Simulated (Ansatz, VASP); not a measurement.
**Ni: VASP beside Ansatz**

```
Ni
1.0
     0.00000    2.69284    2.69284
     2.69284    0.00000    2.69284
     2.69284    2.69284    0.00000
Ni
2
Direct
  0.12500 0.12500 0.12500
  0.87500 0.87500 0.87500
```

Alike in both runs: task single point; functional BLYP; k mesh 12 × 12 × 12; occupations fermi-dirac, width 0.1 eV; no spin polarisation.

|  | VASP | Ansatz |
| --- | --- | --- |
| version | VASP 6.6.1 | Ansatz 0.2.0 |
| potentials or method | VASP PAW PBE potentials, release 64 (Ni), cutoff 520 eV | plane waves (420 eV) with PAW, scalar-relativistic |
| valence electrons in the cell | 20 | 36 |

|  | VASP | Ansatz | Ansatz less VASP |
| --- | --- | --- | --- |
| pressure (GPa) | -6.4 | -6.6 | -0.20 |

VASP's potentials were made for PBE, not for BLYP. VASP's potentials hold 20 valence electrons a cell and Ansatz's 36, so a difference there can come from the potentials and not from the codes.
